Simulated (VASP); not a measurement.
Crystal: Pb.

```
Pb
1.0
    -1.99277    1.99277    1.99277
     1.99277   -1.99277    1.99277
     1.99277    1.99277   -1.99277
Pb
1
Direct
  0.00000 0.00000 0.00000
```

This isn't the form of Pb at room conditions, which is fcc.

Program: VASP 6.6.1. Alike in all runs: task single point; no spin polarisation; cell as given.

Q: Order these runs on this cell by their pressure, lowest first.
A. level PBE0; potentials or basis VASP PAW PBE potentials, release 64 (Pb_d); k mesh 6 × 6 × 6; cutoff (eV) 520; smearing fermi-dirac 0.05 eV; grid for exact exchange (PRECFOCK) Normal; share of exact exchange 0.25
B. level LDA; potentials or basis VASP PAW LDA potentials, release 64 (Pb_d); k mesh 9 × 9 × 9; cutoff (eV) 520; smearing fermi-dirac 0.05 eV
C. level pbe exchange, pbesol correlation; potentials or basis VASP PAW PBE potentials, release 64 (Pb_d); k mesh 9 × 9 × 9; cutoff (eV) 500; smearing gaussian 0.01 eV

A: B (-4.0 GPa), A (-1.4 GPa), C (0.4 GPa).

Caveats: some runs use coarse meshes; the PAW data sets were made with another functional, which shifts forces and pressure a little (at least some runs); the cell stands under tension (at least some runs).
